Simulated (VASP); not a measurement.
HfCuSi3: single point with PBE

HfCuSi3:

```xyz
5
Lattice="4.4759 0.0000 0.0000 0.0000 4.4759 0.0000 0.0000 0.0000 4.4759" Properties=species:S:1:pos:R:3 pbc="T T T"
Hf    0.0000    0.0000    0.0000
Si    0.0000    2.2380    2.2380
Si    2.2380    0.0000    2.2380
Si    2.2380    2.2380    0.0000
Cu    2.2380    2.2380    2.2380
```

```json
{"Program": "VASP 6.6.1", "Task": "single point", "Functional": "PBE", "Potentials or basis": "VASP PAW PBE potentials, release 64 (Hf_pv, Si, Cu)", "Cutoff": "520 eV", "k mesh": "8 × 8 × 8", "Occupations": "gaussian, width 0.1 eV", "Spin": "no spin polarisation"}
```

* Pressure: -0.1 GPa
* Band gap on the k mesh: zero (an odd number of electrons rules out a gap without spin polarisation)

Levels at points of the mesh, in eV from the Fermi level:
| k point | band 13 | band 14 | band 15 | band 16 | band 17 | band 18 | band 19 | band 20 | band 21 | band 22 |
| --- | --- | --- | --- | --- | --- | --- | --- | --- | --- | --- |
| (0.00, 0.00, 0.00) | -3.32 | -3.32 | -1.38 | 0.42 | 0.42 | 0.42 | 1.31 | 1.31 | 1.31 | 1.36 |
| (0.50, 0.00, 0.00) | -2.58 | -2.50 | -1.19 | -0.59 | -0.36 | -0.36 | 0.55 | 0.83 | 0.83 | 1.34 |
| (0.50, 0.50, 0.00) | -2.50 | -1.56 | -1.56 | -1.36 | -0.21 | -0.21 | 0.65 | 1.13 | 2.38 | 3.87 |
| (0.50, 0.50, 0.50) | -2.78 | -2.78 | -2.78 | -1.29 | 1.55 | 1.55 | 2.01 | 2.01 | 2.01 | 4.65 |

Wall time 62 s on 1 thread of Intel(R) Xeon(R) Platinum 8259CL CPU @ 2.50GHz (Skylake/Cascade Lake), on a shared host, peak memory 0.25 GiB.

Caveat: spin-orbit coupling is left out, which moves the levels of the heavy elements.
